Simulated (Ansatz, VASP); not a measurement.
Ti: VASP beside Ansatz

INCAR

```
PREC     = Accurate       # precision mode
ENCUT    = 520            # plane-wave cutoff, eV
EDIFF    = 1E-7           # SCF threshold, eV
ISMEAR   = 0              # smearing method
SIGMA    = 0.15           # smearing width, eV
LREAL    = False          # projectors in reciprocal space
LASPH    = True           # aspherical terms in the spheres
NELM     = 60             # most SCF steps
ALGO     = Fast           # electronic algorithm
ISIF     = 2              # what is computed and relaxed
LWAVE    = False          # write WAVECAR
LCHARG   = True           # write CHGCAR
GGA      = PS             # functional
LELF     = True           # ELF
LVHAR    = True         
NBANDS   = 12             # bands
```

Contents of KPOINTS:

```
regular mesh
0
Gamma
  26 26 26
```

Contents of POSCAR:

```
Ti
1.0
    0.0000000000      2.0279211515      1.9772231227
    2.0279211515      0.0000000000      1.9772231227
    2.0279211515      2.0279211515      0.0000000000
Ti
1
Direct
    0.0000000000      0.0000000000      0.0000000000
```

Input for Ansatz:

```yaml
crystal:
  lattice:
    - [0.0, 2.0279211515, 1.9772231227]
    - [2.0279211515, 0.0, 1.9772231227]
    - [2.0279211515, 2.0279211515, 0.0]
  atoms:
    - { symbol: Ti, position: [0.0, 0.0, 0.0] }
basis:
  ecutwfc: 420
kpoints:
  mp_grid: { grid: [26, 26, 26] }
hamiltonian:
  xc: pbesol
scf:
  occupations: { method: gaussian, width: 0.15 }
output:
  forces: true
  stress: true
  eigenvalues: true
```

Change from the starting cell: strain +0.000 along x and y, -0.025 along z, atoms carried along.

Alike in both runs: task single point; functional PBEsol; k mesh 26 × 26 × 26; occupations gaussian, width 0.15 eV; no spin polarisation.

|  | VASP | Ansatz |
| --- | --- | --- |
| version | VASP 6.6.1 | Ansatz 0.2.0 |
| potentials or method | VASP PAW PBE potentials, release 64 (Ti_sv), cutoff 520 eV | scalar-relativistic, plane waves, PAW |
| valence electrons in the cell | 12 | 12 |

```tsv
	VASP	Ansatz	Ansatz less VASP
gap on the k mesh at the Fermi level (eV)	none	none	-
pressure (GPa)	2.8	3.1	+0.34
traceless stress, the component that is largest in VASP (GPa)	0.59	0.59	-0.006
```

VASP's potentials were made for PBE, not for PBEsol. A gap of «none» marks a metal or a gap that the smearing closes.
